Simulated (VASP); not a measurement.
Wanted: the native input for a VASP 6.6.1 run.

```yaml
Task: single point
Functional: PBE
Potentials_or_basis: VASP PAW PBE potentials, release 64 (Ge_d, Se)
Cutoff: 500 eV
k_mesh: 4 × 11 × 10
Occupations: fermi-dirac, width 0.02 eV
Spin: no spin polarisation
Dipole_correction: no
Further_INCAR_settings: ALGO = Normal; EDIFF = 1e-06; NBANDS = 50
```

The structure of GeSe lies in POSCAR:

```
GeSe
1.0
   10.8200000000      0.0000000000      0.0000000000
    0.0000000000      3.8500000000      0.0000000000
    0.0000000000      0.0000000000      4.2680000000
Ge Se
4 4
Direct
    0.1194827864      0.2500000000      0.1077471461
    0.8805172136      0.7500000000      0.8922528539
    0.3805172136      0.7500000000      0.6077471461
    0.6194827864      0.2500000000      0.3922528539
    0.8553861447      0.2500000000      0.4916372350
    0.1446138553      0.7500000000      0.5083627650
    0.6446138553      0.7500000000     -0.0083627650
    0.3553861447      0.2500000000      0.0083627650
```

This cell differs from its parent crystal: z stretched by -3 %, then relaxed in part.

One way to write it, as run:

INCAR

```
PREC = Accurate
ENCUT = 500
EDIFF = 1E-6
ISMEAR = -1
SIGMA = 0.02
LREAL = False
LASPH = True
NELM = 120
ALGO = Normal
ISIF = 2
LWAVE = False
LCHARG = True
GGA = PE
LELF = True
LVHAR = True
NBANDS = 50
GGA_COMPAT = False
```

KPOINTS

```
regular mesh
0
Gamma
  4 11 10
```

Potentials or basis: VASP PAW PBE potentials, release 64 (Ge_d, Se).

Launch:

```bash
$ cat potpaw_PBE.64/Ge_d/POTCAR potpaw_PBE.64/Se/POTCAR > POTCAR
$ mpirun -np 1 vasp_std > vasp.out
```

Results of the run:

The pressure is 2.9 GPa, the largest force is 0.033 eV/Å and the band gap on the k mesh is 0.40 eV (least direct gap 0.70 eV).

Caveat: the cell differs from its parent crystal (z stretched by -3 %, then relaxed in part); semilocal functionals underestimate gaps, and a narrow one can read as zero.

Wall time 12 min on 1 thread of Intel(R) Xeon(R) Platinum 8259CL CPU @ 2.50GHz (Skylake/Cascade Lake), with other jobs on the host, peak memory 0.72 GiB.
